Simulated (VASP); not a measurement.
# Mg in VASP: further runs

Runs on Mg. Level: PBE. Tasks: single point, relaxation of the atoms.

All numbers are computed with VASP 6.6.1; they aren't measurements. Logs are shortened: lines on timing, memory, paths and dates and some standing lists are left out, and cuts for length are marked.

## (1) The cell of the first run

The cell holds a slab with vacuum, 3 atoms: a = 3.200 Å, b = 3.200 Å, c = 21.178 Å, α = 90.00°, β = 90.00°, γ = 120.00°.

## (2) Single point, PBE

Contents of INCAR:

```
SYSTEM = Mg
PREC     = Accurate       ! precision mode
ENCUT    = 520            ! plane-wave cutoff, eV
EDIFF    = 1E-6           ! SCF threshold, eV
ISMEAR   = -1             ! smearing method
SIGMA    = 0.05           ! smearing width, eV
LREAL    = .FALSE.        ! projectors in reciprocal space
LASPH    = .TRUE.         ! aspherical terms in the spheres
NELM     = 100            ! most SCF steps
ALGO     = Normal         ! electronic algorithm
ISIF     = 2              ! what is computed and relaxed
LWAVE    = .FALSE.        ! write WAVECAR
LCHARG   = .FALSE.        ! write CHGCAR
LDIPOL   = .TRUE.       
IDIPOL   = 3            
DIPOL    = 0.5 0.5 0.500
GGA      = PE             ! functional
NBANDS   = 10             ! bands
```

Contents of KPOINTS:

```
regular mesh
0
G
  12 12 1
  0 0 0
```

Contents of POSCAR:

```
Mg
1.0
    3.1998719896      0.0000000000      0.0000000000
   -1.5999359948      2.7711704319      0.0000000000
    0.0000000000      0.0000000000     21.1784000000
Mg
3
Direct
    0.0000000000      0.0000000000      0.3777429127
    0.3333333340      0.6666666660      0.5000000000
    0.0000000000      0.0000000000      0.6222570873
```

Potentials or basis: VASP PAW PBE potentials, release 64 (Mg).

The run is started by

```console
$ cat potpaw_PBE.64/Mg/POTCAR > POTCAR
$ mpirun -np 1 vasp_std > vasp.out
```

OUTCAR:

```text
SYSTEM = Mg
   PREC = Accurate
   ENCUT = 520
   EDIFF = 1E-6
   ISMEAR = -1
   LREAL = .FALSE.
   LASPH = .TRUE.
   NELM = 100
   ISIF = 2
   GGA = PE

 ion  position               nearest neighbor table
   1  0.000  0.000  0.378-   2 3.18   2 3.18   2 3.18
   2  0.333  0.667  0.500-   1 3.18   3 3.18   1 3.18   3 3.18   1 3.18   3 3.18
   3  0.000  0.000  0.622-   2 3.18   2 3.18   2 3.18

  LATTYP: Found a hexagonal cell.
 ALAT       =     3.1998719896
 C/A-ratio  =     6.6185147621

  Lattice vectors:

 A1 = (   3.1998719896,   0.0000000000,   0.0000000000)
 A2 = (  -1.5999359948,   2.7711704319,   0.0000000000)
 A3 = (   0.0000000000,   0.0000000000,  21.1784000000)

Analysis of symmetry for initial positions (statically):
=====================================================================
 Subroutine PRICEL returns:
 Original cell was already a primitive cell.

 Routine SETGRP: Setting up the symmetry group for a
 hexagonal supercell.

 Subroutine GETGRP returns: Found 12 space group operations
 (whereof 12 operations were pure point group operations)
 out of a pool of 24 trial point group operations.

The static configuration has the point symmetry D_3h.

Analysis of symmetry for dynamics (positions and initial velocities):
=====================================================================
 Subroutine PRICEL returns:
 Original cell was already a primitive cell.

 Routine SETGRP: Setting up the symmetry group for a
 hexagonal supercell.

 Subroutine GETGRP returns: Found 12 space group operations
 (whereof 12 operations were pure point group operations)
 out of a pool of 24 trial point group operations.

The dynamic configuration has the point symmetry D_3h.

 Subroutine INISYM returns: Found 12 space group operations
 (whereof 12 operations are pure point group operations),
 and found     1 'primitive' translations

----------------------------------------------------------------------------------------

                                     Primitive cell

  volume of cell :     187.7971

  direct lattice vectors                    reciprocal lattice vectors
     3.199871990  0.000000000  0.000000000     0.312512502  0.180429177  0.000000000
    -1.599935995  2.771170432  0.000000000     0.000000000  0.360858354  0.000000000
     0.000000000  0.000000000 21.178400000     0.000000000  0.000000000  0.047217920

  length of vectors
     3.199871990  3.199871990 21.178400000     0.360858354  0.360858354  0.047217920

  position of ions in fractional coordinates (direct lattice)
     0.000000000  0.000000000  0.377742913
     0.333333334  0.666666666  0.500000000
     0.000000000  0.000000000  0.622257087

  ion indices of the primitive-cell ions
   primitive index   ion index
                 1           1
                 2           2
                 3           3

----------------------------------------------------------------------------------------

 KPOINTS: regular mesh

Automatic generation of k-mesh.
 Grid dimensions read from file:
 generate k-points for:   12   12    1

 Generating k-lattice:

  Cartesian coordinates                     Fractional coordinates (reciprocal lattice)
     0.026042708  0.015035765  0.000000000     0.083333333  0.000000000  0.000000000
     0.000000000  0.030071529  0.000000000     0.000000000  0.083333333  0.000000000
     0.000000000  0.000000000  0.047217920     0.000000000  0.000000000  1.000000000

  Length of vectors
     0.030071529  0.030071529  0.047217920

  Shift w.r.t. Gamma in fractional coordinates (k-lattice)
     0.000000000  0.000000000  0.000000000

 Subroutine IBZKPT returns following result:
 ===========================================

 Found     19 irreducible k-points:

 Following reciprocal coordinates:
            Coordinates               Weight
  0.000000  0.000000  0.000000      1.000000
  0.083333  0.000000  0.000000      6.000000
  0.166667  0.000000  0.000000      6.000000
  0.250000  0.000000  0.000000      6.000000
  0.333333  0.000000  0.000000      6.000000
  0.416667  0.000000  0.000000      6.000000
[... 11 lines left out ...]
  0.333333  0.250000  0.000000     12.000000
  0.333333  0.333333  0.000000      2.000000
   k-points           NKPTS =     19   k-points in BZ     NKDIM =     19   number of bands    NBANDS=     10
   number of dos      NEDOS =    301   number of ions     NIONS =      3
   total plane-waves  NPLWV =  92160
   dimension x,y,z NGX =    24 NGY =   24 NGZ =  160
   dimension x,y,z NGXF=    48 NGYF=   48 NGZF=  320
   ions per type =               3
   NGX,Y,Z   is equivalent  to a cutoff of  12.47, 12.47, 12.56 a.u.
   NGXF,Y,Z  is equivalent  to a cutoff of  24.94, 24.94, 25.12 a.u.
 SYSTEM =  Mg
   PREC   = accura    normal or accurate (medium, high low for compatibility)
   ISTART =      0    job   : 0-new  1-cont  2-samecut
   ICHARG =      2    charge: 1-file 2-atom 10-const
   ISPIN  =      1    spin polarized calculation?
   LNONCOLLINEAR =      F non collinear calculations
   LSORBIT =      F    spin-orbit coupling
   LASPH  =      T    aspherical Exc in radial PAW
   ENCUT  =  520.0 eV  38.22 Ry    6.18 a.u.   5.95  5.95 39.38*2*pi/ulx,y,z
   NELM   =    100;   NELMIN=  2; NELMDL= -5     # of ELM steps
   EDIFF  = 0.1E-05   stopping-criterion for ELM
   LREAL  =      F    real-space projection
[... 7 lines left out ...]
   TEBEG  =    0.0;   TEEND  =   0.0 temperature during run
   PSTRESS=    0.0 pullay stress
   NELECT =       6.0000    total number of electrons
   NUPDOWN=      -1.0000    fix difference up-down
   EMIN   =  10.00;   EMAX   =-10.00  energy-range for DOS
   EFERMI =   0.00;   METHOD = LEGACY
   ISMEAR =    -1;   SIGMA  =   0.05  broadening in eV -4-tet -1-fermi 0-gaus
   EFERMI_NEDOS =   21; number of points for ismear=-14 and -15
   IALGO  =     38    algorithm
   IMIX   =      4    mixing-type and parameters
     AMIX     =   0.40;   BMIX     =  1.00
     AMIX_MAG =   1.60;   BMIX_MAG =  1.00
  volume/ion in A,a.u.               =      62.60       422.44
  Fermi-wavevector in a.u.,A,eV,Ry     =   0.519472  0.981660  3.671550  0.269851
  Thomas-Fermi vector in A             =   1.536863
   LORBIT       =      0    0 simple, 1 ext, 2 COOP (PROOUT), +10 PAW based schemes
   GGA     = PE    functional components
   LHFCALC =     F    Hartree Fock is set to
   AEXX    =    0.0000 exact exchange contribution
   IVDW    =     0    specifies the selected vdW correction
   LEPSILON=     F    determine dielectric tensor
   LRPA    =     F    only Hartree local field effects (RPA)
 non-spin polarized calculation
  energy-cutoff  :      520.00
  volume of cell :      187.80
 maximum number of plane-waves:      5112
 NGX is ok and might be reduce to    24
   NGX = 11   NGY = 11   NGZ = 79

 dipolmoment           0.000000      0.000000      0.000000 electrons x Angstroem

 number of electron       6.0000000 magnetization

 dipolmoment           0.000000      0.000000     -0.000000 electrons x Angstroem

 Free energy of the ion-electron system (eV)
  ---------------------------------------------------
  ext. energy  EPLUGINS =         0.00000000
  ---------------------------------------------------
  free energy    TOTEN  =        -3.88069303 eV

  energy without entropy =       -3.86619794  energy(sigma->0) =       -3.87344548

 E-fermi :  -1.3501     XC(G=0):  -3.9340

 val. band max:       -1.3597249435   @ k =   0.3333   0.3333   0.0000
 cond. band min:      -1.2814207764   @ k =   0.1667   0.0833   0.0000
 fundamental gap:      0.0783041671
 Fermi energy:        -1.3501312123

 k-point     1 :       0.0000    0.0000    0.0000
  band No.  band energies     occupation
      1      -7.7638      2.00000
      2      -6.4656      2.00000
      3      -4.3980      2.00000
      4      -2.1748      2.00000
      5       0.3789      0.00000
      6       1.8697      0.00000
      7       2.2921      0.00000
      8       3.7166      0.00000
      9       3.7686      0.00000
     10       6.2840      0.00000

 k-point     2 :       0.0833    0.0000    0.0000
  band No.  band energies     occupation
      1      -7.6278      2.00000
      2      -6.3306      2.00000
      3      -4.2637      2.00000
      4      -2.0471      2.00000
      5       0.5082      0.00000
      6       2.0023      0.00000
      7       2.4260      0.00000
      8       3.8473      0.00000
      9       3.8973      0.00000
     10       6.4000      0.00000

 k-point     3 :       0.1667    0.0000    0.0000
  band No.  band energies     occupation
      1      -7.2210      2.00000
      2      -5.9270      2.00000
      3      -3.8628      2.00000
      4      -1.6643      1.99627
      5       0.8905      0.00000
      6       2.3972      0.00000
      7       2.8254      0.00000
      8       4.2250      0.00000
      9       4.2700      0.00000
     10       5.2527      0.00000

 k-point     4 :       0.2500    0.0000    0.0000
  band No.  band energies     occupation
      1      -6.5469      2.00000
      2      -5.2585      2.00000
      3      -3.2011      2.00000
      4      -1.0263      0.00307
      5       1.4704      0.00000
      6       2.9108      0.00000
      7       3.0155      0.00000
      8       3.5342      0.00000
      9       4.0048      0.00000
     10       4.9222      0.00000
[... 157 lines left out ...]
 k-point    17 :       0.2500    0.2500    0.0000
  band No.  band energies     occupation
      1      -4.1612      2.00000
      2      -2.9003      2.00000
      3      -0.9812      0.00125
      4       0.4067      0.00000
      5       0.7139      0.00000
      6       1.2063      0.00000
      7       1.4327      0.00000
      8       2.2361      0.00000
      9       3.4300      0.00000
     10       4.1292      0.00000

 k-point    18 :       0.3333    0.2500    0.0000
  band No.  band energies     occupation
      1      -2.8684      2.00000
      2      -1.6551      1.99552
      3      -1.3711      1.20707
      4      -0.0452      0.00000
      5      -0.0433      0.00000
      6       0.7613      0.00000
      7       1.6688      0.00000
      8       2.2269      0.00000
      9       2.5650      0.00000
     10       3.6841      0.00000

 k-point    19 :       0.3333    0.3333    0.0000
  band No.  band energies     occupation
      1      -1.5657      1.97353
      2      -1.5081      1.91860
      3      -1.3597      1.09564
      4      -0.6500      0.00000
      5      -0.3446      0.00000
      6       0.6199      0.00000
      7       1.5149      0.00000
      8       2.3158      0.00000
      9       2.3180      0.00000
     10       3.6660      0.00000

------------------------ aborting loop because EDIFF is reached ----------------------------------------

 vacuum level on the upper side and lower side of the slab       (xc-potential included)        -0.096        -0.096

  FORCE on cell =-STRESS in cart. coord.  units (eV):
  Direction    XX          YY          ZZ          XY          YZ          ZX
  --------------------------------------------------------------------------------------
  -------------------------------------------------------------------------------------
  Total       -0.9088291     -0.9088291      0.1906577      0.0000000      0.0000000     -0.0000000
  in kB       -7.7536076     -7.7536076      1.6265820      0.0000000      0.0000000     -0.0000000
  external PRESSURE =      -4.6268778 kB  Pullay stress =       0.0000000 kB

 VOLUME and BASIS-vectors are now :
 -----------------------------------------------------------------------------
  energy-cutoff  :      520.00
  volume of cell :      187.80
      direct lattice vectors                 reciprocal lattice vectors
     3.199871990  0.000000000  0.000000000     0.312512502  0.180429177  0.000000000
    -1.599935995  2.771170432  0.000000000     0.000000000  0.360858354  0.000000000
     0.000000000  0.000000000 21.178400000     0.000000000  0.000000000  0.047217920

 POSITION                                       TOTAL-FORCE (eV/Angst)
 -----------------------------------------------------------------------------------
      0.00000      0.00000      7.99999         0.000000     -0.000000     -0.037237
      0.00000      1.84745     10.58920        -0.000000      0.000000      0.000000
      0.00000      0.00000     13.17841         0.000000     -0.000000      0.037237
 -----------------------------------------------------------------------------------
    total drift:                                0.000000     -0.000000     -0.000000

  FREE ENERGIE OF THE ION-ELECTRON SYSTEM (eV)
  ---------------------------------------------------
  free  energy   TOTEN  =        -3.8806930252 eV

  energy  without entropy=       -3.8661979394  energy(sigma->0) =       -3.87344548

 vacuum level on the upper side and lower side of the slab         2.336         2.336
```

Run time: 42 s. Hardware: 1 thread of Intel Xeon Platinum 8259CL at 2.50GHz (Skylake/Cascade Lake), shared host; peak memory 0.28 GiB.

What came out:

- Free energy: -3.8807 eV
- Largest force: 0.037 eV/Å
- Band gap on the k mesh: zero (band 3 reaches -0.98 eV, above the bottom of band 4 at -2.17 eV)

Forces on the atoms (eV/Å):
```
Mg   0.000  0.000 -0.037
Mg   0.000  0.000  0.000
Mg   0.000  0.000  0.037
```

[end of part 1 of 2]
